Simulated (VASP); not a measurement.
Write the native input for VASP 6.6.1 that does the following.

```
Task                   : single point
Functional             : PBE
Potentials or basis    : VASP PAW PBE potentials, release 64 (Be, Fe, N)
Cutoff                 : 520 eV
k mesh                 : 12 × 12 × 10
Occupations            : gaussian, width 0.1 eV
Spin                   : no spin polarisation
Dipole correction      : no
Further INCAR settings : ALGO = Fast; EDIFF = 1e-06; NBANDS = 22
```

The structure of BeFe2N2 lies in POSCAR:

```
BeFe2N2
1.0
    3.2361810276      0.0000000000      0.0000000000
    0.0000000000      3.2361810276      0.0000000000
    0.0000000000      0.0000000000      4.3244088075
Be Fe N
1 2 2
Direct
    0.0000000000      0.0000000000      0.0000000000
    0.5000000000      0.5000000000      0.5000000000
    0.0000000000      0.0000000000      0.5000000000
    0.5000000000      0.0000000000      0.7479667238
    0.0000000000      0.5000000000      0.2520332762
```

This cell differs from its parent crystal: atoms taken out.

The input as run:

INCAR

```
SYSTEM = BeFe2N2
ALGO = Fast
EDIFF = 1E-6
ENCUT = 520
GGA = PE
ISIF = 2
ISMEAR = 0
LASPH = .True.
LCHARG = .False.
LREAL = .False.
LWAVE = .False.
NBANDS = 22
NELM = 80
PREC = Accurate
SIGMA = 0.1
```

KPOINTS

```
k-points
0
Gamma
  12 12 10
  0 0 0
```

Potentials or basis: VASP PAW PBE potentials, release 64 (Be, Fe, N).

Run with:

```sh
$ cat potpaw_PBE.64/Be/POTCAR potpaw_PBE.64/Fe/POTCAR potpaw_PBE.64/N/POTCAR > POTCAR
$ mpirun -np 1 vasp_std > vasp.out
```

It gave:

```
Pressure               : 1.1 GPa
Largest force          : 0.135 eV/Å
Band gap on the k mesh : zero (bands 14 and 15 overlap by 0.65 eV)
```

Caveat: the cell differs from its parent crystal (atoms taken out); the run has no spin polarisation, though such a crystal can be magnetic.

Wall time 110 s on 1 thread of Oxide Virtual Turin-like Processor (shared host), peak memory 0.24 GiB.
